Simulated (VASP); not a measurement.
Runs of VASP 6.6.1 on NaMg2Si2. The structure is that of space group P6/mmm (No. 191), or close to it. The cells are those of the table. 

```tsv
task	cell	k mesh	cutoff (eV)	gap on the mesh (eV)	pressure (GPa)	relaxed volume (Å³/atom)
single point	a = 5.357, b = 5.357, c = 5.151 Å, angles 90.0, 90.0, 120.0°, 5 atoms	6 × 6 × 4	520	none	(a)	-
single point	a = 5.331, b = 5.331, c = 5.206 Å, angles 90.0, 90.0, 120.0°, 5 atoms	12 × 12 × 8	520	none	0.0	-
relaxation of cell and atoms	relaxed from a = 4.818, b = 4.818, c = 4.553 Å, angles 90.0, 90.0, 120.0°, 5 atoms	6 × 6 × 4	600	none	-0.1	25.96
relaxation of cell and atoms	relaxed from a = 5.357, b = 5.357, c = 5.151 Å, angles 90.0, 90.0, 120.0°, 5 atoms	12 × 12 × 8	600	none	0.0	25.66
```

Alike in all rows: level PBE; potentials or basis VASP PAW PBE potentials, release 64 (Na_pv, Mg, Si); no spin polarisation; smearing gaussian 0.1 eV.

**Question.** Fill in the values left out.

**Answer.** (a) 0.2.

Caveats: the volume moved by over 15 % at a fixed basis, so the end points are rough (some runs).

A gap of «none» marks levels without a gap at the run's occupations.
